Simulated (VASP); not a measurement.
Set up this calculation in VASP 6.6.1, as the native input.

| Quantity | Value |
| --- | --- |
| Task | single point |
| Functional | PBEsol |
| Potentials or basis | VASP PAW PBE potentials, release 64 (Ti_sv, H) |
| Cutoff | 520 eV |
| k mesh | 7 × 7 × 7 |
| Occupations | fermi-dirac, width 0.1 eV |
| Spin | no spin polarisation |
| Dipole correction | no |
| Further INCAR settings | ALGO = Normal; EDIFF = 1e-06; NBANDS = 14 |

The structure of TiH lies in POSCAR:

```
TiH
1.0
    0.0000000000      1.9698531913      1.9698531913
    1.9698531913      0.0000000000      1.9698531913
    1.9698531913      1.9698531913      0.0000000000
Ti H
1 1
Direct
    0.0000000000      0.0000000000      0.0000000000
    0.5000000000      0.5000000000      0.5000000000
```

The input as run:

INCAR

```
SYSTEM = TiH
  PREC = Accurate
  ENCUT = 520
  EDIFF = 1E-6
  ISMEAR = -1
  SIGMA = 0.1
  LREAL = .False.
  LASPH = .True.
  NELM = 100
  ALGO = Normal
  ISIF = 2
  LWAVE = .False.
  LCHARG = .False.
  GGA = PS
  NBANDS = 14
```

KPOINTS

```
regular mesh
0
Gamma
  7 7 7
  0 0 0
```

Potentials or basis: VASP PAW PBE potentials, release 64 (Ti_sv, H).

The run is started by

```console
$ cat potpaw_PBE.64/Ti_sv/POTCAR potpaw_PBE.64/H/POTCAR > POTCAR
$ mpirun -np 1 vasp_std > vasp.out
```

Results of the run:

* Pressure: 29.7 GPa

Caveat: the k points lie up to 0.39 Å⁻¹ apart; the PAW data sets were made with another functional, which shifts forces and pressure a little.

Run time: 7.1 s on 1 thread of Intel Xeon 6975P-C, with other jobs on the host, peak memory 0.14 GiB.
